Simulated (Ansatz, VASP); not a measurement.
## Two plane-wave programs on In6As

```xyz
7
Lattice="0.0000 4.5247 4.5247 4.5247 0.0000 4.5247 4.5247 4.5247 0.0000" Properties=species:S:1:pos:R:3 pbc="T T T"
In    2.2623    2.2623    4.5247
In    2.2623    4.5247    2.2623
In    2.2623    2.2623    0.0000
In    2.2623    0.0000    2.2623
In    4.5247    2.2623    2.2623
In    0.0000    2.2623    2.2623
As    0.0000    0.0000    0.0000
```

Change from the starting cell: species swapped into the Zn6Mo type (Fm-3m, No. 225).

Alike in both runs: task relaxation of cell and atoms; functional PBE; k mesh 3 × 3 × 3; occupations gaussian, width 0.2 eV; no spin polarisation.

```csv
,VASP,Ansatz
version,VASP 6.6.1,Ansatz 0.2.0
potentials or method,"VASP PAW PBE potentials, release 64 (In_d, As), cutoff 600 eV","scalar-relativistic, plane waves, PAW"
valence electrons in the cell,83,93
```

|  | VASP | Ansatz | Ansatz less VASP |
| --- | --- | --- | --- |
| gap on the k mesh at the Fermi level, each at its own relaxed structure (eV) | none | none | - |
| relaxed volume (Å³/atom) | 27.96 | 28.19 | +0.240 |
| relaxed cell length with the largest relative difference (Å) | 6.517 | 6.535 | +0.0186 |

A gap of «none» marks a metal or a gap that the smearing closes. VASP's potentials hold 83 valence electrons a cell and Ansatz's 93, so a difference there can come from the potentials and not from the codes.

The k mesh is coarse, so the values compare programs but aren't converged.
